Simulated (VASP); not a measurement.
**VN2: relaxation of shape and atoms at fixed volume with PBE**

The system is VN2.

```xyz
6
Lattice="-2.1937 2.1937 2.5373 2.1937 -2.1937 2.5373 2.1937 2.1937 -2.5373" Properties=species:S:1:pos:R:3 pbc="T T T"
V     0.0000    0.0000    1.2686
V     0.0000    0.0000    3.8059
N     2.6884    0.4947    0.0000
N     1.6990    0.4947    2.5373
N    -0.4947    1.6990    2.5373
N     0.4947    1.6990    0.0000
```

```
Program                : VASP 6.6.1
Task                   : relaxation of shape and atoms at fixed volume
Functional             : PBE
Potentials or basis    : VASP PAW PBE potentials, release 64 (V_sv, N)
Cutoff                 : 600 eV
k mesh                 : 12 × 12 × 12
Occupations            : gaussian, width 0.1 eV
Spin                   : no spin polarisation
Dipole correction      : no
Further INCAR settings : ALGO = Fast; EDIFF = 1e-06; IBRION = 2; EDIFFG = -0.01; NSW = 50; ISIF = 4
```

```json
{
  "Energy gained by relaxing": "0.3 meV/atom",
  "Ionic steps": "5",
  "Pressure after relaxing": "-15.4 GPa",
  "Band gap on the k mesh": "zero (bands 23 and 24 overlap by 0.29 eV)"
}
```

Forces on the atoms (eV/Å):
```
V    0.000  0.000  0.000
V    0.000  0.000  0.000
N    0.002  0.002  0.000
N   -0.002  0.002  0.000
N   -0.002 -0.002  0.000
N    0.002 -0.002  0.000
```

Step by step:
```csv
step,energy change (eV),largest force (eV/Å),pressure (GPa),volume (Å³)
1,0.0000,0.1787,-15.98,48.84
2,-0.0001,0.1991,-14.86,48.84
3,-0.0019,0.0080,-15.42,48.84
4,-0.0019,0.0121,-15.37,48.84
5,-0.0019,0.0027,-15.42,48.84
```

Final structure:
```
V N
1.0
    -2.19158    2.19158    2.54222
     2.19158   -2.19158    2.54222
     2.19158    2.19158   -2.54222
V N
2 4
Direct
  0.25000 0.25000 0.00000
  0.75000 0.75000 0.00000
  0.11208 0.61208 0.72416
  0.61208 0.88792 0.50000
  0.88792 0.38792 0.27584
  0.38792 0.11208 0.50000
```

Levels at points of the mesh, in eV from the Fermi level:
```
           k point  band 21  band 22  band 23  band 24  band 25  band 26
(0.00, 0.00, 0.00)    -2.37    -2.30    -2.30     0.71     0.90     0.90
(0.50, 0.00, 0.00)    -2.81    -2.81     0.15     0.15     0.66     0.66
(0.50, 0.50, 0.00)    -2.49    -2.40    -1.13     0.00     0.77     1.03
(0.50, 0.50, 0.50)    -1.85    -0.24    -0.13    -0.11    -0.07     0.04
```

Wall time 10 min on 1 thread of Oxide Virtual Turin-like Processor (shared host), peak memory 0.31 GiB.

Caveat: the run has no spin polarisation, though such a crystal can be magnetic. With open d or f shells a metallic result of PBE can be an artefact of self-interaction; +U or a hybrid may open a gap.
